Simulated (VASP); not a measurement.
SrCl2:

```
Sr Cl
1.0
     2.08574    1.20420    6.13505
    -2.08574    1.20420    6.13505
     0.00000   -2.40841    6.13505
Sr Cl
1 2
Direct
  0.00020 0.00020 0.00020
  0.42277 0.42277 0.42277
  0.24369 0.24369 0.24369
```

Base run:

| Item | Value |
| --- | --- |
| Program | VASP 6.6.1 |
| Functional | r2SCAN |
| Potentials or basis | VASP PAW PBE potentials, release 64 (Sr_sv, Cl) |
| Cutoff | 520 eV |
| k mesh | 8 × 8 × 8 |
| Occupations | gaussian, width 0.01 eV |
| Spin | no spin polarisation |

Its results: band gap on the k mesh 4.88 eV; pressure 0.7 GPa; largest force 0.008 eV/Å.

Problem. The run is repeated on the same cell with these changes: functional from r2SCAN to PBE; further incar settings from ALGO = Normal; EDIFF = 1e-06; NBANDS = 19 to ALGO = Normal; EDIFF = 1e-07; NBANDS = 19. What comes out?

Solution. Band gap on the k mesh 4.35 eV; pressure 1.3 GPa; largest force 0.004 eV/Å.

Caveats: the PAW data sets were made with another functional, which shifts forces and pressure a little (at least some runs).

A k mesh can miss the band edges.
